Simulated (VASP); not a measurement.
# Te2Mo in VASP: notebook, part 2 of 3

VASP 6.6.1.

### 3 Single point, PBE

The input, INCAR:

```
SYSTEM = Te2Mo
PREC     = Accurate       ! precision mode
ENCUT    = 520            ! plane-wave cutoff, eV
EDIFF    = 1E-6           ! SCF threshold, eV
ISMEAR   = -1             ! smearing method
SIGMA    = 0.05           ! smearing width, eV
LREAL    = .False.        ! projectors in reciprocal space
LASPH    = .True.         ! aspherical terms in the spheres
NELM     = 60             ! most SCF steps
ALGO     = Normal         ! electronic algorithm
ISIF     = 2              ! what is computed and relaxed
LWAVE    = .False.        ! write WAVECAR
LCHARG   = .False.        ! write CHGCAR
GGA      = PE             ! functional
NBANDS   = 64             ! bands
```

The input, KPOINTS:

```
regular mesh
0
Gamma
  3 6 2
  0 0 0
```

The input, POSCAR:

```
Te2Mo
1.0
    6.3707073862      0.0000000000      0.0490367950
    0.0000000000      3.4682893999      0.0000000000
   -0.4363355912      0.0000000000     15.7522811231
Te Mo
8 4
Direct
    0.0648579730      0.5000000000      0.4060700229
    0.9350034444      0.0000000000      0.5939735954
    0.5741730680      0.0000000000      0.3687705504
    0.4256846122      0.5000000000      0.6312719966
    0.0871283134      0.0000000000      0.1312399384
    0.9130130173      0.5000000000      0.8687184135
    0.5743304843      0.5000000000      0.0939161279
    0.4258124970      0.0000000000      0.9060379315
    0.3195779399      0.0000000000      0.5057364604
    0.6802798352      0.5000000000      0.4943057406
    0.1810070398      0.5000000000      0.0057020995
    0.8191307655      0.0000000000      0.9942561127
```

Potentials or basis: VASP PAW PBE potentials, release 64 (Te, Mo_sv).

Command:

```sh
$ cat potpaw_PBE.64/Te/POTCAR potpaw_PBE.64/Mo_sv/POTCAR > POTCAR
$ mpirun -np 1 vasp_std > vasp.out
```

It took 7.1 min on 1 thread of AMD EPYC 7R43 (Zen 3), shared host; peak memory 0.53 GiB.

Results (log left out):

| Quantity | Value |
| --- | --- |
| Free energy | -72.0147 eV |
| Pressure | 0.0 GPa |
| Largest force | 0.014 eV/Å |
| Band gap on the k mesh | zero (bands 52 and 53 overlap by 0.29 eV) |

Forces on the atoms (eV/Å):
```
Te   0.001  0.000 -0.013
Te  -0.001  0.000  0.013
Te  -0.003  0.000 -0.007
Te   0.003  0.000  0.007
Te  -0.001  0.000  0.007
Te   0.001  0.000 -0.007
Te   0.000  0.000  0.014
Te  -0.001  0.000 -0.014
Mo  -0.009  0.000  0.003
Mo   0.009  0.000 -0.002
Mo   0.008  0.000  0.006
Mo  -0.007  0.000 -0.007
```

Levels at points of the mesh, in eV from the Fermi level:
```csv
k point,band 48,band 49,band 50,band 51,band 52,band 53,band 54,band 55,band 56,band 57
"(0.00, 0.00, 0.00)",-0.55,-0.34,-0.25,0.22,0.26,0.60,0.71,1.11,1.12,1.44
"(0.00, 0.50, 0.00)",-1.61,-1.41,-1.41,-1.41,-1.41,1.15,1.15,1.18,1.18,1.40
"(0.00, 0.00, 0.50)",-0.55,-0.28,-0.28,0.24,0.24,0.64,0.65,1.12,1.12,1.64
"(0.00, 0.50, 0.50)",-1.59,-1.42,-1.42,-1.41,-1.41,1.15,1.15,1.18,1.18,1.42
```

Caveat: spin-orbit coupling is left out, which moves the levels of the heavy elements; this functional lacks dispersion, which binds layers or chains, so the pressure and a relaxed spacing across them are unreliable.

### 4 Single point, revPBE+D4

This run uses another cell than the first one, of 23.91 Å³/atom.

The input, INCAR:

```
PREC = Accurate ; ENCUT = 520
EDIFF = 1E-7 ; ISMEAR = -1
SIGMA = 0.05 ; LREAL = False
LASPH = True ; NELM = 100
ALGO = Normal ; ISIF = 2
LWAVE = False ; LCHARG = True
GGA = RE ; IVDW = 13
LELF = True ; LVHAR = True
NBANDS = 64
```

The input, KPOINTS:

```
regular mesh
0
Gamma
  4 8 2
```

The input, POSCAR:

```
Te2Mo
1.0
    6.3214621572      0.0000000000     -0.0844823239
    0.0000000000      3.4676934189      0.0000000000
   -0.7446251803      0.0000000000     13.0994091752
Te Mo
8 4
Direct
    0.0538580322      0.5000000000      0.3916825200
    0.9461049856      0.0000000000      0.6083233752
    0.5581679033      0.0000000000      0.3432803681
    0.4418183416      0.5000000000      0.6567295237
    0.0957313635      0.0000000000      0.1573544933
    0.9042857522      0.5000000000      0.8426353156
    0.5881420403      0.5000000000      0.1078269541
    0.4118902632      0.0000000000      0.8921677317
    0.3193872779      0.0000000000      0.5062406838
    0.6805838722      0.5000000000      0.4937650794
    0.1828576113      0.5000000000      0.0079764869
    0.8171715467      0.0000000000      0.9920164582
```

Potentials or basis: VASP PAW PBE potentials, release 64 (Te, Mo_sv).

Command:

```sh
$ cat potpaw_PBE.64/Te/POTCAR potpaw_PBE.64/Mo_sv/POTCAR > POTCAR
$ mpirun -np 1 vasp_std > vasp.out
```

OUTCAR:

```text
PREC = Accurate
   ENCUT = 520
   EDIFF = 1E-7
   ISMEAR = -1
   LREAL = False
   LASPH = True
   NELM = 100
   ISIF = 2
   GGA = RE
   IVDW = 13

 ion  position               nearest neighbor table
   1  0.054  0.500  0.392-   9 2.78   9 2.78  10 2.79   2 3.44   2 3.44   5 3.56   5 3.56   3 3.60
                             3 3.60
   2  0.946  0.000  0.608-  10 2.78  10 2.78   9 2.79   1 3.44   1 3.44   6 3.56   6 3.56   4 3.60
                             4 3.60
   3  0.558  0.000  0.343-  10 2.70  10 2.70   9 2.70   7 3.56   7 3.56   1 3.60   1 3.60   5 3.67
[... 15 lines left out ...]
  11  0.183  0.500  0.008-   6 2.70   5 2.70   5 2.70   8 2.78   8 2.78   7 2.79  12 2.89  12 2.89

  12  0.817  0.000  0.992-   5 2.70   6 2.70   6 2.70   7 2.78   7 2.78   8 2.79  11 2.89  11 2.89

  LATTYP: Found a simple monoclinic cell.
 ALAT       =     6.3220266583
 B/A-ratio  =     0.5485097748
 C/A-ratio  =     2.0753718103
 COS(beta)  =    -0.0700891292

  Lattice vectors:

 A1 = (   6.3214621572,   0.0000000000,  -0.0844823239)
 A2 = (   0.0000000000,   3.4676934189,   0.0000000000)
 A3 = (  -0.7446251803,   0.0000000000,  13.0994091752)

Analysis of symmetry for initial positions (statically):
=====================================================================
 Subroutine PRICEL returns:
 Original cell was already a primitive cell.

 Routine SETGRP: Setting up the symmetry group for a
 simple monoclinic supercell.

 Subroutine GETGRP returns: Found  2 space group operations
 (whereof  2 operations were pure point group operations)
 out of a pool of  4 trial point group operations.

The static configuration has the point symmetry C_1h.

Analysis of symmetry for dynamics (positions and initial velocities):
=====================================================================
 Subroutine PRICEL returns:
 Original cell was already a primitive cell.

 Routine SETGRP: Setting up the symmetry group for a
 simple monoclinic supercell.

 Subroutine GETGRP returns: Found  2 space group operations
 (whereof  2 operations were pure point group operations)
 out of a pool of  4 trial point group operations.
[... 155 lines left out ...]
 maximum number of plane-waves:      7777
 NGX is ok and might be reduce to    48
   NGX = 23   NGY = 13   NGZ = 49

 number of electron     103.9999996 magnetization

 Free energy of the ion-electron system (eV)
  ---------------------------------------------------
  ext. energy  EPLUGINS =         0.00000000
  ---------------------------------------------------
  free energy    TOTEN  =       -66.89939636 eV

  energy without entropy =      -66.86480032  energy(sigma->0) =      -66.88209834

 E-fermi :   9.1707     XC(G=0): -10.6498

 val. band max:        9.1610738082   @ k =   0.2500   0.0000   0.0000
 cond. band min:       9.1838761535   @ k =   0.0000   0.2500   0.5000
 fundamental gap:      0.0228023454
 Fermi energy:         9.1706863148

 k-point     1 :       0.0000    0.0000    0.0000
  band No.  band energies     occupation
      1     -51.9797      2.00000
      2     -51.9527      2.00000
      3     -51.9184      2.00000
      4     -51.8925      2.00000
      5     -26.2513      2.00000
      6     -26.2242      2.00000
[... 1597 lines left out ...]
     63      11.3376      0.00000
     64      11.6130      0.00000

 [... further k-points ...]

------------------------ aborting loop because EDIFF is reached ----------------------------------------

  DFT-D4 for vdW energy calculation

  Edisp (eV):  -11.20961

  FORCE on cell =-STRESS in cart. coord.  units (eV):
  Direction    XX          YY          ZZ          XY          YZ          ZX
  --------------------------------------------------------------------------------------
  -------------------------------------------------------------------------------------
  Total      -0.01400    -0.14679    -0.16066     0.00000     0.00000    -0.00062
  in kB      -0.07816    -0.81967    -0.89707     0.00000     0.00000    -0.00345
  external pressure =       -0.60 kB  Pullay stress =        0.00 kB

 VOLUME and BASIS-vectors are now :
 -----------------------------------------------------------------------------
  energy-cutoff  :      520.00
  volume of cell :      286.93
      direct lattice vectors                 reciprocal lattice vectors
     6.321462157  0.000000000 -0.084482324     0.158311517  0.000000000  0.008999088
     0.000000000  3.467693419  0.000000000     0.000000000  0.288376128  0.000000000
    -0.744625180  0.000000000 13.099409175     0.001021002  0.000000000  0.076397359

 POSITION                                       TOTAL-FORCE (eV/Angst)
 -----------------------------------------------------------------------------------
      0.04880      1.73385      5.12626         0.001058      0.000000     -0.000208
      5.52779      0.00000      7.88875        -0.000321      0.000000     -0.000053
      3.27282      0.00000      4.44961         0.000378      0.000000     -0.000207
      2.30392      1.73385      8.56544        -0.000985      0.000000     -0.000636
      0.48799      0.00000      2.05316         0.000977      0.000000     -0.000445
      5.08896      1.73385     10.96163        -0.000492      0.000000      0.001161
      3.63763      1.73385      1.36278        -0.000096      0.000000      0.002800
      1.93942      0.00000     11.65207        -0.000175      0.000000     -0.002607
      1.64204      0.00000      6.60447        -0.010283      0.000000     -0.005648
      3.93462      1.73385      6.41053         0.010159      0.000000      0.006387
      1.14999      1.73385      0.08904         0.008424      0.000000     -0.006074
      4.42704      0.00000     12.92579        -0.008645      0.000000      0.005530
 -----------------------------------------------------------------------------------
    total drift:                               -0.000015      0.000000      0.000000

  FREE ENERGIE OF THE ION-ELECTRON SYSTEM (eV)
  ---------------------------------------------------
  free  energy   TOTEN  =       -78.1090034736 eV

  energy  without entropy=      -78.0744074351  energy(sigma->0) =      -78.09170545
```

Wall time 10 min (1 thread of AMD EPYC 9R45 (Zen 5), shared host); peak memory 0.58 GiB.

Results:

* Free energy: -78.1090 eV
* Pressure: -0.1 GPa
* Largest force: 0.012 eV/Å
* Band gap on the k mesh: zero (bands 52 and 53 overlap by 0.51 eV)
* Dispersion energy per atom: -0.934 eV

Forces in eV/Å, atoms in the order of the input:
```
Te   0.001  0.000  0.000
Te   0.000  0.000  0.000
Te   0.000  0.000  0.000
Te  -0.001  0.000 -0.001
Te   0.001  0.000  0.000
Te   0.000  0.000  0.001
Te   0.000  0.000  0.003
Te   0.000  0.000 -0.003
Mo  -0.010  0.000 -0.006
Mo   0.010  0.000  0.006
Mo   0.008  0.000 -0.006
Mo  -0.009  0.000  0.006
```

Stress tensor (GPa, compression positive):
```
-0.01  0.00  0.00
 0.00 -0.08  0.00
 0.00  0.00 -0.09
```

Levels at points of the mesh, in eV from the Fermi level:
```csv
k point,band 50,band 51,band 52,band 53,band 54,band 55
"(0.00, 0.00, 0.00)",-0.31,0.06,0.37,0.47,0.68,0.71
"(0.50, 0.00, 0.00)",-0.98,-0.48,-0.43,-0.14,-0.11,0.72
"(0.00, 0.50, 0.00)",-1.67,-1.42,-1.42,0.89,0.89,1.11
"(0.50, 0.50, 0.00)",-1.20,-1.09,-1.09,0.91,0.91,1.02
"(0.00, 0.00, 0.50)",-0.17,0.16,0.29,0.39,0.50,0.77
"(0.50, 0.00, 0.50)",-0.98,-0.61,-0.26,-0.04,-0.01,0.63
"(0.00, 0.50, 0.50)",-1.65,-1.51,-1.51,0.83,0.83,1.11
"(0.50, 0.50, 0.50)",-1.19,-1.08,-1.08,0.95,0.95,0.96
```

Caveat: the PAW data sets were made with another functional, which shifts forces and pressure a little; spin-orbit coupling is left out, which moves the levels of the heavy elements.

(Part 2 of 3 ends here.)

The gap in the log of VASP goes by the Fermi energy; the results here count the filled bands.